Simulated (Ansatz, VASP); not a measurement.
# One calculation of AlN, two programs

The input INCAR:

```
  PREC = Accurate
  ENCUT = 520
  EDIFF = 1E-6
  ISMEAR = 0
  SIGMA = 0.01
  LREAL = False
  LASPH = True
  NELM = 100
  ALGO = Normal
  ISIF = 2
  LWAVE = False
  LCHARG = True
  GGA = PS
  LELF = True
  LVHAR = True
  NBANDS = 11
```

Contents of KPOINTS:

```
regular mesh
0
Gamma
  6 6 6
```

Contents of POSCAR:

```
AlN
1.0
    0.0000000000      2.1839940000      2.1839940000
    2.1839940000      0.0000000000      2.1839940000
    2.1839940000      2.1839940000      0.0000000000
Al N
1 1
Direct
    0.0000000000      0.0000000000      0.0000000000
    0.7500000000      0.7500000000      0.7500000000
```

Input for Ansatz:

```yaml
crystal:
  lattice:
    - [0.0, 2.183994, 2.183994]
    - [2.183994, 0.0, 2.183994]
    - [2.183994, 2.183994, 0.0]
  atoms:
    - { symbol: Al, position: [0.0, 0.0, 0.0] }
    - { symbol: "N", position: [0.75, 0.75, 0.75] }
basis:
  ecutwfc: 421.77648681281397
kpoints:
  mp_grid:
    grid: [6, 6, 6]
hamiltonian:
  xc: pbesol
scf:
  occupations:
    method: fixed
output:
  eigenvalues: true
```

Alike in both runs: task single point; functional PBEsol; k mesh 6 × 6 × 6; no spin polarisation.

```csv
,VASP,Ansatz
version,VASP 6.6.1,Ansatz 0.2.0
potentials or method,"VASP PAW PBE potentials, release 64 (Al, N), cutoff 520 eV","plane waves, PAW"
occupations,"gaussian, width 0.01 eV",fixed
valence electrons in the cell,8,8
```

```csv
,VASP,Ansatz,Ansatz less VASP
gap on the k mesh at the Fermi level (eV),3.18,3.19,+0.009
```

VASP's potentials were made for PBE, not for PBEsol.
